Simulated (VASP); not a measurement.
A run of VASP 6.6.1 is set up as follows.

INCAR

```
SYSTEM = Cu
ALGO = Normal
EDIFF = 1E-6
ENCUT = 520
GGA = PS
ISIF = 2
ISMEAR = 0
LASPH = .True.
LCHARG = .False.
LREAL = .False.
LWAVE = .False.
NBANDS = 12
NELM = 80
PREC = Accurate
SIGMA = 0.1
```

File KPOINTS:

```
k-points
0
Gamma
  20 20 20
  0 0 0
```

Contents of POSCAR:

```
Cu
1.0
   -1.4103777711      1.4103777711      1.3421126918
    1.4103777711     -1.4103777711      1.3421126918
    1.4103777711      1.4103777711     -1.3421126918
Cu
1
Direct
    0.0000000000      0.0000000000      0.0000000000
```

Potentials or basis: VASP PAW PBE potentials, release 64 (Cu).

Run with:

```sh
$ cat potpaw_PBE.64/Cu/POTCAR > POTCAR
$ mpirun -np 1 vasp_std > vasp.out
```

(1) Estimate the pressure.

## Answers

(1) 12.7 GPa.

Caveat: the PAW data sets were made with another functional, which shifts forces and pressure a little.
